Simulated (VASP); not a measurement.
# RbCl (Fm-3m) in VASP: a series of runs

The runs below take RbCl through single point, with PBEsol.

All numbers are computed with VASP 6.6.1; they aren't measurements. Logs are shortened: lines on timing, memory, paths and dates and some standing lists are left out, and cuts for length are marked.

## 1. The cell of the first run

It takes space group Fm-3m (No. 225, cubic). The conventional cell has a = 6.611 Å, b = 6.611 Å, c = 6.611 Å, α = 90.00°, β = 90.00°, γ = 90.00°. Rb (site symmetry m-3m) has 6 Cl at 3.31 Å within 4.3 Å. Within 4.3 Å of Cl (site symmetry m-3m) lie 6 Rb at 3.31 Å.

## 2. Single point, PBEsol

INCAR

```
ALGO     = Normal         # electronic algorithm
EDIFF    = 1E-6           # SCF threshold, eV
ENCUT    = 500            # plane-wave cutoff, eV
GGA      = PS             # functional
GGA_COMPAT= False        
ISIF     = 2              # what is computed and relaxed
ISMEAR   = -1             # smearing method
LASPH    = True           # aspherical terms in the spheres
LCHARG   = True           # write CHGCAR
LELF     = True           # ELF
LREAL    = False          # projectors in reciprocal space
LVHAR    = True         
LWAVE    = False          # write WAVECAR
NBANDS   = 15             # bands
NELM     = 120            # most SCF steps
PREC     = Accurate       # precision mode
SIGMA    = 0.05           # smearing width, eV
```

KPOINTS

```
k-points
0
Gamma
  4 4 4
```

POSCAR

```
RbCl
1.0
    0.0000000000      3.3057264139      3.3057264139
    3.3057264139      0.0000000000      3.3057264139
    3.3057264139      3.3057264139      0.0000000000
Rb Cl
1 1
Direct
    0.0000000000      0.0000000000      0.0000000000
    0.5000000000      0.5000000000      0.5000000000
```

Potentials or basis: VASP PAW PBE potentials, release 64 (Rb_sv, Cl).

The run is started by

```sh
> cat potpaw_PBE.64/Rb_sv/POTCAR potpaw_PBE.64/Cl/POTCAR > POTCAR
> mpirun -np 1 vasp_std > vasp.out
```

OUTCAR:

```text
EDIFF = 1E-6
   ENCUT = 500
   GGA = PS
   ISIF = 2
   ISMEAR = -1
   LASPH = True
   LREAL = False
   NELM = 120
   PREC = Accurate

 ion  position               nearest neighbor table
   1  0.000  0.000  0.000-   2 3.31   2 3.31   2 3.31   2 3.31   2 3.31   2 3.31
   2  0.500  0.500  0.500-   1 3.31   1 3.31   1 3.31   1 3.31   1 3.31   1 3.31

  LATTYP: Found a face centered cubic cell.
 ALAT       =     6.6114528278

  Lattice vectors:

 A1 = (   0.0000000000,   3.3057264139,   3.3057264139)
 A2 = (   3.3057264139,   0.0000000000,   3.3057264139)
 A3 = (   3.3057264139,   3.3057264139,   0.0000000000)

Analysis of symmetry for initial positions (statically):
=====================================================================
 Subroutine PRICEL returns:
 Original cell was already a primitive cell.

 Routine SETGRP: Setting up the symmetry group for a
 face centered cubic supercell.

 Subroutine GETGRP returns: Found 48 space group operations
 (whereof 48 operations were pure point group operations)
 out of a pool of 48 trial point group operations.

The static configuration has the point symmetry O_h .

Analysis of symmetry for dynamics (positions and initial velocities):
=====================================================================
 Subroutine PRICEL returns:
 Original cell was already a primitive cell.

 Routine SETGRP: Setting up the symmetry group for a
 face centered cubic supercell.

 Subroutine GETGRP returns: Found 48 space group operations
 (whereof 48 operations were pure point group operations)
 out of a pool of 48 trial point group operations.

The dynamic configuration has the point symmetry O_h .

 Subroutine INISYM returns: Found 48 space group operations
 (whereof 48 operations are pure point group operations),
 and found     1 'primitive' translations

----------------------------------------------------------------------------------------

                                     Primitive cell

  volume of cell :      72.2488

  direct lattice vectors                    reciprocal lattice vectors
     0.000000000  3.305726414  3.305726414    -0.151252686  0.151252686  0.151252686
     3.305726414  0.000000000  3.305726414     0.151252686 -0.151252686  0.151252686
     3.305726414  3.305726414  0.000000000     0.151252686  0.151252686 -0.151252686

  length of vectors
     4.675003128  4.675003128  4.675003128     0.261977337  0.261977337  0.261977337

  position of ions in fractional coordinates (direct lattice)
     0.000000000  0.000000000  0.000000000
     0.500000000  0.500000000  0.500000000

  ion indices of the primitive-cell ions
   primitive index   ion index
                 1           1
                 2           2

----------------------------------------------------------------------------------------

 KPOINTS: k-points

Automatic generation of k-mesh.
 Grid dimensions read from file:
 generate k-points for:    4    4    4

 Generating k-lattice:

  Cartesian coordinates                     Fractional coordinates (reciprocal lattice)
    -0.037813172  0.037813172  0.037813172     0.250000000  0.000000000  0.000000000
     0.037813172 -0.037813172  0.037813172     0.000000000  0.250000000  0.000000000
     0.037813172  0.037813172 -0.037813172     0.000000000  0.000000000  0.250000000

  Length of vectors
     0.065494334  0.065494334  0.065494334

  Shift w.r.t. Gamma in fractional coordinates (k-lattice)
     0.000000000  0.000000000  0.000000000

 Subroutine IBZKPT returns following result:
 ===========================================

 Found      8 irreducible k-points:

 Following reciprocal coordinates:
            Coordinates               Weight
  0.000000  0.000000  0.000000      1.000000
  0.250000  0.000000  0.000000      8.000000
  0.500000  0.000000  0.000000      4.000000
  0.250000  0.250000  0.000000      6.000000
  0.500000  0.250000  0.000000     24.000000
 -0.250000  0.250000  0.000000     12.000000
  0.500000  0.500000  0.000000      3.000000
 -0.250000  0.500000  0.250000      6.000000
   k-points           NKPTS =      8   k-points in BZ     NKDIM =      8   number of bands    NBANDS=     15
   number of dos      NEDOS =    301   number of ions     NIONS =      2
   total plane-waves  NPLWV =  46656
   dimension x,y,z NGX =    36 NGY =   36 NGZ =   36
   dimension x,y,z NGXF=    72 NGYF=   72 NGZF=   72
   ions per type =               1   1
   NGX,Y,Z   is equivalent  to a cutoff of  12.80, 12.80, 12.80 a.u.
   NGXF,Y,Z  is equivalent  to a cutoff of  25.60, 25.60, 25.60 a.u.
 SYSTEM =  unknown system
   PREC   = accura    normal or accurate (medium, high low for compatibility)
   ISTART =      0    job   : 0-new  1-cont  2-samecut
   ICHARG =      2    charge: 1-file 2-atom 10-const
   ISPIN  =      1    spin polarized calculation?
   LNONCOLLINEAR =      F non collinear calculations
   LSORBIT =      F    spin-orbit coupling
   LASPH  =      T    aspherical Exc in radial PAW
   ENCUT  =  500.0 eV  36.75 Ry    6.06 a.u.   8.52  8.52  8.52*2*pi/ulx,y,z
   NELM   =    120;   NELMIN=  2; NELMDL= -5     # of ELM steps
   EDIFF  = 0.1E-05   stopping-criterion for ELM
   LREAL  =      F    real-space projection
   EDIFFG = 0.1E-04   stopping-criterion for IOM
   NSW    =      0    number of steps for IOM
   IBRION =     -1    ionic relax: 0-MD 1-quasi-New 2-CG
   NFREE  =      0    steps in history (QN), initial steepest desc. (CG)
   ISIF   =      2    stress and relaxation
   ISYM   =      2    0-nonsym 1-usesym 2-fastsym
   POTIM  = 0.5000    time-step for ionic-motion
   TEBEG  =    0.0;   TEEND  =   0.0 temperature during run
   PSTRESS=    0.0 pullay stress
   NELECT =      16.0000    total number of electrons
   NUPDOWN=      -1.0000    fix difference up-down
   EMIN   =  10.00;   EMAX   =-10.00  energy-range for DOS
   EFERMI =   0.00;   METHOD = LEGACY
   ISMEAR =    -1;   SIGMA  =   0.05  broadening in eV -4-tet -1-fermi 0-gaus
   EFERMI_NEDOS =   21; number of points for ismear=-14 and -15
   IALGO  =     38    algorithm
   IMIX   =      4    mixing-type and parameters
     AMIX     =   0.40;   BMIX     =  1.00
     AMIX_MAG =   1.60;   BMIX_MAG =  1.00
  volume/ion in A,a.u.               =      36.12       243.78
  Fermi-wavevector in a.u.,A,eV,Ry     =   0.990462  1.871702 13.347525  0.981015
  Thomas-Fermi vector in A             =   2.122134
   LORBIT       =      0    0 simple, 1 ext, 2 COOP (PROOUT), +10 PAW based schemes
   GGA     = PS    functional components
   LHFCALC =     F    Hartree Fock is set to
   AEXX    =    0.0000 exact exchange contribution
   IVDW    =     0    specifies the selected vdW correction
   LEPSILON=     F    determine dielectric tensor
   LRPA    =     F    only Hartree local field effects (RPA)
 non-spin polarized calculation
  energy-cutoff  :      500.00
  volume of cell :       72.25
 maximum number of plane-waves:      1856
 NGX is ok and might be reduce to    36
   NGX = 17   NGY = 17   NGZ = 17

 number of electron      16.0000002 magnetization

 Free energy of the ion-electron system (eV)
  ---------------------------------------------------
  ext. energy  EPLUGINS =         0.00000000
  ---------------------------------------------------
  free energy    TOTEN  =        -6.89164541 eV

  energy without entropy =       -6.89164541  energy(sigma->0) =       -6.89164541

 E-fermi :  -0.8823     XC(G=0):  -7.4663

 val. band max:       -2.0001635846   @ k =   0.0000   0.0000   0.0000
 cond. band min:       2.8037091876   @ k =   0.0000   0.0000   0.0000
 fundamental gap:      4.8038727721
 Fermi energy:        -0.8823211253

 k-point     1 :       0.0000    0.0000    0.0000
  band No.  band energies     occupation
      1     -25.9104      2.00000
      2     -13.9563      2.00000
      3      -9.9700      2.00000
      4      -9.9700      2.00000
      5      -9.9700      2.00000
      6      -2.0002      2.00000
      7      -2.0002      2.00000
      8      -2.0002      2.00000
      9       2.8037      0.00000
     10       5.8990      0.00000
     11       5.8990      0.00000
     12       5.8990      0.00000
     13       6.8683      0.00000
     14       6.8683      0.00000
     15       9.8751      0.00000

 k-point     2 :       0.2500    0.0000    0.0000
  band No.  band energies     occupation
      1     -25.9028      2.00000
      2     -13.9861      2.00000
      3      -9.9763      2.00000
      4      -9.9763      2.00000
      5      -9.9581      2.00000
      6      -2.4849      2.00000
      7      -2.1745      2.00000
      8      -2.1745      2.00000
      9       4.0624      0.00000
     10       5.6487      0.00000
     11       6.6523      0.00000
     12       6.6523      0.00000
     13       7.7267      0.00000
     14       7.7267      0.00000
     15      11.5186      0.00000

 k-point     3 :       0.5000    0.0000    0.0000
  band No.  band energies     occupation
      1     -25.8952      2.00000
      2     -14.0156      2.00000
      3      -9.9824      2.00000
      4      -9.9824      2.00000
      5      -9.9467      2.00000
      6      -2.8688      2.00000
      7      -2.3364      2.00000
      8      -2.3364      2.00000
      9       5.5553      0.00000
     10       5.8191      0.00000
     11       8.0408      0.00000
     12       8.0408      0.00000
     13       9.2108      0.00000
     14       9.2108      0.00000
     15       9.8611      0.00000

 k-point     4 :       0.2500    0.2500    0.0000
  band No.  band energies     occupation
      1     -25.9005      2.00000
      2     -13.9649      2.00000
      3     -10.0191      2.00000
      4     -10.0191      2.00000
      5      -9.9848      2.00000
      6      -2.5319      2.00000
      7      -2.0706      2.00000
      8      -2.0706      2.00000
      9       4.1673      0.00000
     10       4.7814      0.00000
     11       7.3472      0.00000
     12       7.4003      0.00000
     13       7.4003      0.00000
     14       8.1853      0.00000
     15      11.0744      0.00000

 k-point     5 :       0.5000    0.2500    0.0000
  band No.  band energies     occupation
      1     -25.8931      2.00000
      2     -13.9626      2.00000
      3     -10.0983      2.00000
      4     -10.0260      2.00000
      5     -10.0140      2.00000
      6      -2.5456      2.00000
      7      -2.2888      2.00000
      8      -2.2214      2.00000
      9       4.9681      0.00000
     10       5.7556      0.00000
     11       7.6760      0.00000
     12       8.0854      0.00000
     13       8.3584      0.00000
     14       8.9176      0.00000
     15       9.5887      0.00000

 k-point     6 :      -0.2500    0.2500    0.0000
  band No.  band energies     occupation
      1     -25.8954      2.00000
      2     -13.9841      2.00000
      3     -10.0823      2.00000
      4      -9.9832      2.00000
      5      -9.9594      2.00000
      6      -2.6810      2.00000
      7      -2.3195      2.00000
      8      -2.1810      2.00000
      9       5.1803      0.00000
     10       5.6334      0.00000
     11       7.3401      0.00000
     12       7.4303      0.00000
     13       8.2382      0.00000
     14       9.2317      0.00000
     15       9.7150      0.00000

 k-point     7 :       0.5000    0.5000    0.0000
  band No.  band energies     occupation
      1     -25.8910      2.00000
      2     -13.9079      2.00000
      3     -10.2218      2.00000
      4     -10.0687      2.00000
      5     -10.0687      2.00000
      6      -2.3317      2.00000
      7      -2.1056      2.00000
      8      -2.1056      2.00000
      9       4.0998      0.00000
     10       5.8833      0.00000
     11       7.4860      0.00000
     12       7.9711      0.00000
     13       8.2505      0.00000
     14       9.6471      0.00000
     15       9.6471      0.00000

 k-point     8 :      -0.2500    0.5000    0.2500
  band No.  band energies     occupation
      1     -25.8907      2.00000
      2     -13.9396      2.00000
      3     -10.1456      2.00000
      4     -10.1456      2.00000
      5      -9.9594      2.00000
      6      -2.4419      2.00000
      7      -2.2463      2.00000
      8      -2.2463      2.00000
      9       5.5399      0.00000
     10       5.5399      0.00000
     11       7.1783      0.00000
     12       7.1973      0.00000
     13       9.3907      0.00000
     14       9.6908      0.00000
     15      10.1234      0.00000

------------------------ aborting loop because EDIFF is reached ----------------------------------------

  FORCE on cell =-STRESS in cart. coord.  units (eV):
  Direction    XX          YY          ZZ          XY          YZ          ZX
  --------------------------------------------------------------------------------------
  -------------------------------------------------------------------------------------
  Total       -0.2104498     -0.2104498     -0.2104498      0.0000000     -0.0000000      0.0000000
  in kB       -4.6668978     -4.6668978     -4.6668978      0.0000000     -0.0000000      0.0000000
  external PRESSURE =      -4.6668978 kB  Pullay stress =       0.0000000 kB

 VOLUME and BASIS-vectors are now :
 -----------------------------------------------------------------------------
  energy-cutoff  :      500.00
  volume of cell :       72.25
      direct lattice vectors                 reciprocal lattice vectors
     0.000000000  3.305726414  3.305726414    -0.151252686  0.151252686  0.151252686
     3.305726414  0.000000000  3.305726414     0.151252686 -0.151252686  0.151252686
     3.305726414  3.305726414  0.000000000     0.151252686  0.151252686 -0.151252686

 POSITION                                       TOTAL-FORCE (eV/Angst)
 -----------------------------------------------------------------------------------
      0.00000      0.00000      0.00000        -0.000000      0.000000      0.000000
      3.30573      3.30573      3.30573         0.000000     -0.000000     -0.000000
 -----------------------------------------------------------------------------------
    total drift:                                0.000000      0.000000      0.000000

  FREE ENERGIE OF THE ION-ELECTRON SYSTEM (eV)
  ---------------------------------------------------
  free  energy   TOTEN  =        -6.8916454116 eV

  energy  without entropy=       -6.8916454115  energy(sigma->0) =       -6.89164541
```

Wall time 20 s (1 thread of Intel Xeon 8259CL, shared host); peak memory 0.2 GiB.

What came out:

| Quantity | Value |
| --- | --- |
| Free energy | -6.8916 eV |
| Pressure | -0.5 GPa |
| Band gap on the k mesh | 4.80 eV |

Caveat: the PAW data sets were made with another functional, which shifts forces and pressure a little.

## 3. Single point, PBEsol

INCAR

```
  ALGO = Normal
  EDIFF = 1E-6
  ENCUT = 500
  GGA = PS
  GGA_COMPAT = F
  ISIF = 2
  ISMEAR = -1
  LASPH = T
  LCHARG = F
  LREAL = F
  LWAVE = F
  NBANDS = 15
  NELM = 120
  PREC = Accurate
  SIGMA = 0.001
```

KPOINTS is that of step 2.

POSCAR is that of step 2.

Potentials or basis: VASP PAW PBE potentials, release 64 (Rb_sv, Cl).

The run is started by

```sh
> cat potpaw_PBE.64/Rb_sv/POTCAR potpaw_PBE.64/Cl/POTCAR > POTCAR
> mpirun -np 1 vasp_std > vasp.out
```

OUTCAR:

```text
EDIFF = 1E-6
   ENCUT = 500
   GGA = PS
   ISIF = 2
   ISMEAR = -1
   LASPH = T
   LREAL = F
   NELM = 120
   PREC = Accurate

 ion  position               nearest neighbor table
   1  0.000  0.000  0.000-   2 3.31   2 3.31   2 3.31   2 3.31   2 3.31   2 3.31
   2  0.500  0.500  0.500-   1 3.31   1 3.31   1 3.31   1 3.31   1 3.31   1 3.31

  LATTYP: Found a face centered cubic cell.
 ALAT       =     6.6114528278

  Lattice vectors:
[... 311 lines left out ...]
     15      10.1234      0.00000

------------------------ aborting loop because EDIFF is reached ----------------------------------------

  FORCE on cell =-STRESS in cart. coord.  units (eV):
  Direction    XX          YY          ZZ          XY          YZ          ZX
  --------------------------------------------------------------------------------------
  -------------------------------------------------------------------------------------
  Total       -0.2104498     -0.2104498     -0.2104498     -0.0000000     -0.0000000      0.0000000
  in kB       -4.6668978     -4.6668978     -4.6668978     -0.0000000     -0.0000000      0.0000000
  external PRESSURE =      -4.6668978 kB  Pullay stress =       0.0000000 kB

 VOLUME and BASIS-vectors are now :
 -----------------------------------------------------------------------------
  energy-cutoff  :      500.00
  volume of cell :       72.25
      direct lattice vectors                 reciprocal lattice vectors
     0.000000000  3.305726414  3.305726414    -0.151252686  0.151252686  0.151252686
     3.305726414  0.000000000  3.305726414     0.151252686 -0.151252686  0.151252686
     3.305726414  3.305726414  0.000000000     0.151252686  0.151252686 -0.151252686

 POSITION                                       TOTAL-FORCE (eV/Angst)
 -----------------------------------------------------------------------------------
      0.00000      0.00000      0.00000         0.000000     -0.000000     -0.000000
      3.30573      3.30573      3.30573        -0.000000      0.000000      0.000000
 -----------------------------------------------------------------------------------
    total drift:                                0.000000      0.000000      0.000000

  FREE ENERGIE OF THE ION-ELECTRON SYSTEM (eV)
  ---------------------------------------------------
  free  energy   TOTEN  =        -6.8916454116 eV

  energy  without entropy=       -6.8916454116  energy(sigma->0) =       -6.89164541
```

It took 20 s on 1 thread of Intel Xeon 8259CL, shared host; peak memory 0.2 GiB.

What came out:

- Free energy: -6.8916 eV
- Pressure: -0.5 GPa
- Band gap on the k mesh: 4.80 eV

Caveat: the PAW data sets were made with another functional, which shifts forces and pressure a little.

## 4. Single point, PBEsol

INCAR

```
SYSTEM = RbCl
ALGO     = Normal         ! electronic algorithm
EDIFF    = 1E-6           ! SCF threshold, eV
ENCUT    = 500            ! plane-wave cutoff, eV
GGA      = PS             ! functional
GGA_COMPAT= .FALSE.      
ISIF     = 2              ! what is computed and relaxed
ISMEAR   = -1             ! smearing method
LASPH    = .TRUE.         ! aspherical terms in the spheres
LCHARG   = .FALSE.        ! write CHGCAR
LREAL    = .FALSE.        ! projectors in reciprocal space
LWAVE    = .FALSE.        ! write WAVECAR
NBANDS   = 15             ! bands
NELM     = 120            ! most SCF steps
PREC     = Accurate       ! precision mode
SIGMA    = 0.2            ! smearing width, eV
```

KPOINTS

```
k-points
0
G
  4 4 4
  0 0 0
```

POSCAR is that of step 3.

The run is started by

```sh
> cat potpaw_PBE.64/Rb_sv/POTCAR potpaw_PBE.64/Cl/POTCAR > POTCAR
> mpirun -np 1 vasp_std > vasp.out
```

Wall time 20 s (1 thread of Intel Xeon 8259CL, shared host); peak memory 0.2 GiB.

The run converged. Its results:

* Free energy: -6.8916 eV
* Pressure: -0.5 GPa
* Band gap on the k mesh: 4.80 eV

Levels at points of the mesh, in eV from the valence-band top:
| k point | band 4 | band 5 | band 6 | band 7 | band 8 | band 9 | band 10 | band 11 | band 12 | band 13 |
| --- | --- | --- | --- | --- | --- | --- | --- | --- | --- | --- |
| (0.00, 0.00, 0.00) | -7.97 | -7.97 | 0.00 | 0.00 | 0.00 | 4.80 | 7.90 | 7.90 | 7.90 | 8.87 |
| (0.50, 0.00, 0.00) | -7.98 | -7.95 | -0.87 | -0.34 | -0.34 | 7.56 | 7.82 | 10.04 | 10.04 | 11.21 |
| (0.50, 0.50, 0.00) | -8.07 | -8.07 | -0.33 | -0.11 | -0.11 | 6.10 | 7.88 | 9.49 | 9.97 | 10.25 |

Caveat: the PAW data sets were made with another functional, which shifts forces and pressure a little.

## 5. Overview

```csv
smearing,gap on the mesh (eV),pressure (GPa)
fermi-dirac 0.05 eV,4.80,-0.5
fermi-dirac 0.001 eV,4.80,-0.5
fermi-dirac 0.2 eV,4.80,-0.5
```

Alike in all rows: task single point; level PBEsol; potentials or basis VASP PAW PBE potentials, release 64 (Rb_sv, Cl); no spin polarisation; cell as given; k mesh 4 × 4 × 4; cutoff (eV) 500.

Caveats: the PAW data sets were made with another functional, which shifts forces and pressure a little.

Absolute energies hang on the potentials; compare differences alone.
